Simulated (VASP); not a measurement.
BiTe: single point with PBE

The system is BiTe.

```
CELL_PARAMETERS angstrom
0.00000 3.10560 3.23500
3.10560 0.00000 3.23500
3.10560 3.10560 0.00000
ATOMIC_POSITIONS crystal
Bi 0.00000 0.00000 0.00000
Te 0.50000 0.50000 0.50000
```

```yaml
Program: VASP 6.6.1
Task: single point
Functional: PBE
Potentials_or_basis: VASP PAW PBE potentials, release 64 (Bi_d, Te)
Cutoff: 500 eV
k_mesh: 6 × 6 × 6
Occupations: fermi-dirac, width 0.05 eV
Spin: no spin polarisation
Dipole_correction: no
Further_INCAR_settings: ALGO = Normal; EDIFF = 1e-06; NBANDS = 18
```

The pressure is 5.9 GPa.

Stress tensor (GPa, compression positive):
```
7.64 0.00 0.00
0.00 7.64 0.00
0.00 0.00 2.56
```

Levels at points of the mesh, in eV from the Fermi level:
```
           k point  band 8  band 9  band 10  band 11  band 12  band 13
(0.00, 0.00, 0.00)   -2.93   -2.93    -2.38     1.70     2.70     2.70
(0.50, 0.00, 0.00)   -2.14   -2.02    -1.49    -0.95    -0.67    -0.65
(0.50, 0.50, 0.00)   -6.12   -4.35    -4.35     2.02     4.12     4.12
(0.50, 0.00, 0.50)   -6.27   -4.69    -4.14     1.94     3.45     4.51
```

Run time: 41 s on 1 thread of Intel Xeon 8259CL (shared host), peak memory 0.21 GiB.

Caveat: spin-orbit coupling is left out, which moves the levels of the heavy elements.
